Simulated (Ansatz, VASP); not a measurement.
CuPd in VASP and in Ansatz

```xyz
2
Lattice="2.9880 -0.0149 -0.0149 -0.0149 2.9880 -0.0149 -0.0149 -0.0149 2.9880" Properties=species:S:1:pos:R:3 pbc="T T T"
Cu    0.0000    0.0000    0.0000
Pd    1.4791    1.4791    1.4791
```

Change from the starting cell: equal xy, yz and zx shear strains of -1 %, crystal datasets.

Alike in both runs: task electric field gradients; functional PBEsol; k mesh 14 × 14 × 14; occupations fermi-dirac, width 0.05 eV; no spin polarisation.

|  | VASP | Ansatz |
| --- | --- | --- |
| version | VASP 6.6.1 | Ansatz 0.2.0 |
| potentials or method | VASP PAW PBE potentials, release 64 (Cu, Pd), cutoff 520 eV | all-electron PAW with datasets made for the crystal, scalar-relativistic |

|  | VASP | Ansatz | Ansatz less VASP |
| --- | --- | --- | --- |
| pressure (GPa) | -4.3 | -4.5 | -0.22 |
| traceless stress, the component that is largest in VASP (GPa) | 0.99 | 0.98 | -0.005 |
| size of Vzz on the site where it differs most (V/Å²) | 0.1 | 1.0 | +0.95 |

VASP's potentials were made for PBE, not for PBEsol. Ansatz ran all-electron here, and VASP with PAW potentials.
